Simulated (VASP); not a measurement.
# In: relaxation of shape and atoms at fixed volume with PBE+D3(BJ)

In:

```
In
1.0
     3.17918    0.00000    0.00000
    -1.58959    2.75325    0.00000
     0.00000    0.00000    5.27571
In
2
Direct
  0.33333 0.66667 0.25000
  0.66667 0.33333 0.75000
```

This isn't the form of In at room conditions, which is tetragonal.

* Program: VASP 6.6.1
* Task: relaxation of shape and atoms at fixed volume
* Functional: PBE
* Dispersion: D3(BJ)
* Potentials or basis: VASP PAW PBE potentials, release 64 (In_d)
* Cutoff: 600 eV
* k mesh: 15 × 15 × 8
* Occupations: gaussian, width 0.1 eV
* Spin: no spin polarisation
* Dipole correction: no
* Further INCAR settings: ALGO = Fast; EDIFF = 1e-06; IBRION = 2; EDIFFG = -0.01; NSW = 50; ISIF = 4

```json
{"Pressure after relaxing": "7.2 GPa", "Band gap on the k mesh": "zero (bands 13 and 14 overlap by 6.97 eV)", "Dispersion energy per atom": "-0.385 eV"}
```

Final structure:
```cif
data_structure
_symmetry_space_group_name_H-M 'P 1'
_symmetry_Int_Tables_number 1
_cell_length_a 3.1792
_cell_length_b 3.1792
_cell_length_c 5.2757
_cell_angle_alpha 90.000
_cell_angle_beta 90.000
_cell_angle_gamma 120.000
_cell_volume 46.18
loop_
_atom_site_label
_atom_site_type_symbol
_atom_site_fract_x
_atom_site_fract_y
_atom_site_fract_z
_atom_site_occupancy
In1 In 0.33333 0.66667 0.25000 1
In2 In 0.66667 0.33333 0.75000 1
```

Levels at points of the mesh, in eV from the Fermi level:
```tsv
k point	band 10	band 11	band 12	band 13	band 14	band 15	band 16	band 17
(0.00, 0.00, 0.00)	-14.42	-10.51	-4.61	-4.06	9.44	9.44	11.24	11.40
(0.00, 0.00, 0.50)	-14.51	-9.00	-9.00	3.15	3.15	10.57	10.57	10.68
```

It took 93 s on 1 thread of Intel(R) Xeon(R) Platinum 8488C (Sapphire Rapids) (shared host), peak memory 0.26 GiB.

Caveat: spin-orbit coupling is left out, which moves the levels of the heavy elements.
